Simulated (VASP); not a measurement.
Wanted: the native input for a VASP 6.6.1 run.

```
Task                   : single point
Functional             : LDA
Potentials or basis    : VASP PAW LDA potentials, release 64 (Zn)
Cutoff                 : 520 eV
k mesh                 : 14 × 14 × 14
Occupations            : fermi-dirac, width 0.1 eV
Spin                   : no spin polarisation
Dipole correction      : no
Further INCAR settings : ALGO = Normal; EDIFF = 1e-06; NBANDS = 12
```

The structure of Zn lies in POSCAR:

```
Zn
1.0
    2.4884979701      0.0000000000      0.0000000000
    0.0000000000      2.4884979701      0.0000000000
    0.0000000000      0.0000000000      2.4884979701
Zn
1
Direct
    0.0000000000      0.0000000000      0.0000000000
```

This cell differs from its parent crystal: volume scaled by 0.96.

These files were run (other wordings do the same):

INCAR

```
SYSTEM = Zn
PREC     = Accurate       ! precision mode
ENCUT    = 520            ! plane-wave cutoff, eV
EDIFF    = 1E-6           ! SCF threshold, eV
ISMEAR   = -1             ! smearing method
SIGMA    = 0.1            ! smearing width, eV
LREAL    = .FALSE.        ! projectors in reciprocal space
LASPH    = .TRUE.         ! aspherical terms in the spheres
NELM     = 60             ! most SCF steps
ALGO     = Normal         ! electronic algorithm
ISIF     = 2              ! what is computed and relaxed
LWAVE    = .FALSE.        ! write WAVECAR
LCHARG   = .FALSE.        ! write CHGCAR
GGA      = CA             ! functional
NBANDS   = 12             ! bands
```

KPOINTS

```
regular mesh
0
G
  14 14 14
  0 0 0
```

Potentials or basis: VASP PAW LDA potentials, release 64 (Zn).

Command:

```console
$ cat potpaw_LDA.64/Zn/POTCAR > POTCAR
$ mpirun -np 1 vasp_std > vasp.out
```

Results of the run:

```json
{"Pressure": "4.1 GPa", "Band gap on the k mesh": "zero (band 6 reaches 8.68 eV, above the bottom of band 7 at -0.22 eV)"}
```

Run time: 10 s on 1 thread of Intel(R) Xeon(R) Platinum 8488C (Sapphire Rapids), on a shared host, peak memory 0.12 GiB.
